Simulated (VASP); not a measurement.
A run of VASP 6.6.1 is set up as follows.

The input INCAR:

```
  PREC = Accurate
  ENCUT = 520
  EDIFF = 1E-6
  ISMEAR = -1
  SIGMA = 0.05
  LREAL = F
  LASPH = T
  NELM = 80
  ALGO = Normal
  ISIF = 2
  LWAVE = F
  LCHARG = F
  NBANDS = 18
```

Contents of KPOINTS:

```
Automatic mesh
0
Gamma
  9 9 9
```

The input POSCAR:

```
HfO2
1.0
    0.0000000000      2.5575000000      2.5575000000
    2.5575000000      0.0000000000      2.5575000000
    2.5575000000      2.5575000000      0.0000000000
Hf O
1 2
Direct
    0.0000000000      0.0000000000      0.0000000000
    0.7500000000      0.7500000000      0.7500000000
    0.2500000000      0.2500000000      0.2500000000
```

Potentials or basis: VASP PAW LDA potentials, release 64 (Hf_pv, O).

Run with:

```sh
$ cat potpaw_LDA.64/Hf_pv/POTCAR potpaw_LDA.64/O/POTCAR > POTCAR
$ mpirun -np 1 vasp_std > vasp.out
```

(1) Predict the pressure.

(2) Predict the band gap on the k mesh.

## Answers

(1) -19.3 GPa.

(2) 3.63 eV, indirect (least direct gap 3.75 eV).

Caveat: spin-orbit coupling is left out, which moves the levels of the heavy elements.
